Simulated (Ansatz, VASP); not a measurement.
**One calculation of Co, two programs**

The input INCAR:

```
SYSTEM = Co
ALGO = Normal ; EDIFF = 1E-6
ENCUT = 520 ; GGA = PE
ISIF = 2 ; ISMEAR = 0
ISPIN = 2 ; LASPH = .TRUE.
LCHARG = .FALSE. ; LMAXMIX = 4
LORBIT = 11 ; LREAL = .FALSE.
LWAVE = .FALSE. ; MAGMOM = 2.06
NBANDS = 14 ; NELM = 150
PREC = Accurate ; SIGMA = 0.15
```

File KPOINTS:

```
k-points
0
G
  24 24 24
  0 0 0
```

POSCAR

```
Co
1.0
   -1.2901344000      1.2901344000      1.4023200000
    1.2901344000     -1.2901344000      1.4023200000
    1.2901344000      1.2901344000     -1.4023200000
Co
1
Direct
    0.0000000000      0.0000000000      0.0000000000
```

Input for Ansatz:

```yaml
crystal:
  lattice:
    - [-1.2901344, 1.2901344, 1.40232]
    - [1.2901344, -1.2901344, 1.40232]
    - [1.2901344, 1.2901344, -1.40232]
  atoms:
    - { symbol: Co, position: [0.0, 0.0, 0.0], spin: 2.06 }
basis:
  ecutwfc: 420
kpoints:
  mp_grid: { grid: [24, 24, 24] }
hamiltonian:
  xc: pbe
scf:
  occupations: { method: gaussian, width: 0.15 }
output:
  forces: true
  stress: true
  eigenvalues: true
  populations: true
magnetization:
  spin_polarized: true
```

Change from the starting cell: strain -0.080 along x and y, +0.000 along z, atoms carried along.

Alike in both runs: task single point; functional PBE; k mesh 24 × 24 × 24; occupations gaussian, width 0.15 eV; collinear spin.

```csv
,VASP,Ansatz
version,VASP 6.6.1,Ansatz 0.2.0
potentials or method,"VASP PAW PBE potentials, release 64 (Co), cutoff 520 eV","scalar-relativistic, plane waves, PAW"
valence electrons in the cell,9,17
```

```csv
,VASP,Ansatz,Ansatz less VASP
gap on the k mesh at the Fermi level (eV),none,none,-
pressure (GPa),50.1,51.9,+1.78
"traceless stress, the component that is largest in VASP (GPa)",5.20,5.28,+0.080
net moment per atom (μB),1.59,1.59,+0.007
size of the moment on the site where the two differ most (μB),1.58,1.64,+0.061
```

Site moments also hang on the region over which each program counts them. A gap of «none» marks a metal or a gap that the smearing closes. Both programs put the cell under a high pressure, so it lies far from rest at this level. VASP's potentials hold 9 valence electrons a cell and Ansatz's 17, so a difference there can come from the potentials and not from the codes.
